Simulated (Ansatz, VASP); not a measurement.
# Al2Cu in VASP and in Ansatz

```
Al Cu
1.0
    -2.99602    2.99602    2.40667
     2.99602   -2.99602    2.40667
     2.99602    2.99602   -2.40667
Al Cu
4 2
Cartesian
  0.9551 2.0410 0.0000
  3.9511 0.9551 0.0000
  -0.9551 2.0410 2.4067
  2.0410 0.9551 2.4067
  0.0000 0.0000 3.6100
  0.0000 0.0000 1.2033
```

Alike in both runs: functional r2SCAN; k mesh 10 × 10 × 10; occupations gaussian, width 0.1 eV; no spin polarisation.

Ansatz relaxed the structure, and its values are those at the end. VASP's run is a single point on that final structure, the one shown.

|  | VASP | Ansatz |
| --- | --- | --- |
| version | VASP 6.6.1 | Ansatz 0.2.0 |
| potentials or method | VASP PAW PBE potentials, release 64 (Al, Cu), cutoff 520 eV | scalar-relativistic, plane waves, PAW |
| valence electrons in the cell | 34 | 50 |

```csv
,VASP,Ansatz,Ansatz less VASP
gap on the k mesh at the Fermi level (eV),none,none,-
pressure (GPa),-0.2,0.0,+0.17
```

VASP's potentials were made for PBE, not for r2SCAN. A gap of «none» marks a metal or a gap that the smearing closes. VASP's potentials hold 34 valence electrons a cell and Ansatz's 50, so a difference there can come from the potentials and not from the codes.
